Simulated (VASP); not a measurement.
Wanted: the native input for a VASP 6.6.1 run.

| Quantity | Value |
| --- | --- |
| Task | density of states |
| Functional | PBE |
| Potentials or basis | VASP PAW PBE potentials, release 64 (Sn_d, Se) |
| Cutoff | 520 eV |
| k mesh | 10 × 10 × 10 |
| Occupations | gaussian, width 0.02 eV |
| Spin | no spin polarisation |
| Dipole correction | no |
| k mesh for the DOS | 15 × 15 × 15 |
| Occupations for the DOS | tetrahedron |
| Further INCAR settings | ALGO = Normal; EDIFF = 1e-06 |

Crystal: SnSe.

```xyz
2
Lattice="0.0000 3.0308 3.0308 3.0308 0.0000 3.0308 3.0308 3.0308 0.0000" Properties=species:S:1:pos:R:3 pbc="T T T"
Sn    0.0000    0.0000    0.0000
Se    3.0308    3.0308    3.0308
```

The input as run:

POSCAR

```
SnSe
1.0
    0.0000000000      3.0308108258      3.0308108258
    3.0308108258      0.0000000000      3.0308108258
    3.0308108258      3.0308108258      0.0000000000
Sn Se
1 1
Direct
    0.0000000000      0.0000000000      0.0000000000
    0.5000000000      0.5000000000      0.5000000000
```

INCAR.step1

```
SYSTEM = SnSe
  ALGO = Normal
  EDIFF = 1E-6
  ENCUT = 520
  GGA = PE
  ISIF = 2
  ISMEAR = 0
  LASPH = .True.
  LCHARG = .True.
  LREAL = .False.
  LWAVE = .False.
  NBANDS = 17
  NELM = 100
  PREC = Accurate
  SIGMA = 0.02
```

KPOINTS.step1

```
k-points
0
Gamma
  10 10 10
  0 0 0
```

INCAR.step2

```
SYSTEM = SnSe
  ALGO = Normal
  EDIFF = 1E-6
  ENCUT = 520
  GGA = PE
  ICHARG = 11
  ISIF = 2
  ISMEAR = -5
  LASPH = .True.
  LCHARG = .False.
  LORBIT = 11
  LREAL = .False.
  LWAVE = .False.
  NEDOS = 1001
  NELM = 100
  PREC = Accurate
  SIGMA = 0.02
```

KPOINTS.step2

```
k-points
0
Gamma
  15 15 15
  0 0 0
```

Potentials or basis: VASP PAW PBE potentials, release 64 (Sn_d, Se).

Run with:

```bash
$ cat potpaw_PBE.64/Sn_d/POTCAR potpaw_PBE.64/Se/POTCAR > POTCAR
$ cp INCAR.step1 INCAR
$ cp KPOINTS.step1 KPOINTS
$ mpirun -np 1 vasp_std > vasp.out
$ cp INCAR.step2 INCAR
$ cp KPOINTS.step2 KPOINTS
$ mpirun -np 1 vasp_std > vasp.out
```

It gave:

| Property | Result |
| --- | --- |
| Valence electrons inside the program's atomic spheres | Sn 12.03; Se 3.79 |

Caveat: spin-orbit coupling is left out, which moves the levels of the heavy elements.

Wall time 30 s on 1 thread of Intel(R) Xeon(R) Platinum 8559C (Emerald Rapids), with other jobs on the host, peak memory 0.24 GiB.
